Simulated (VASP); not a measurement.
A run of VASP 6.6.1 is set up as follows.

INCAR

```
  ALGO = Normal
  EDIFF = 1E-6
  ENCUT = 500
  GGA = PE
  GGA_COMPAT = False
  ISIF = 2
  ISMEAR = -1
  LASPH = True
  LCHARG = True
  LELF = True
  LREAL = False
  LVHAR = True
  LWAVE = False
  NBANDS = 14
  NELM = 120
  PREC = Accurate
  SIGMA = 0.05
```

KPOINTS

```
k-points
0
Gamma
  10 10 10
```

The input POSCAR:

```
Rh
1.0
    0.0000000000      1.8978500000      1.8978500000
    1.8978500000      0.0000000000      1.8978500000
    1.8978500000      1.8978500000      0.0000000000
Rh
1
Direct
    0.0000000000      0.0000000000      0.0000000000
```

Potentials or basis: VASP PAW PBE potentials, release 64 (Rh_pv).

Launch:

```bash
$ cat potpaw_PBE.64/Rh_pv/POTCAR > POTCAR
$ mpirun -np 1 vasp_std > vasp.out
```

(1) Predict the pressure.

## Answers

(1) 7.6 GPa.
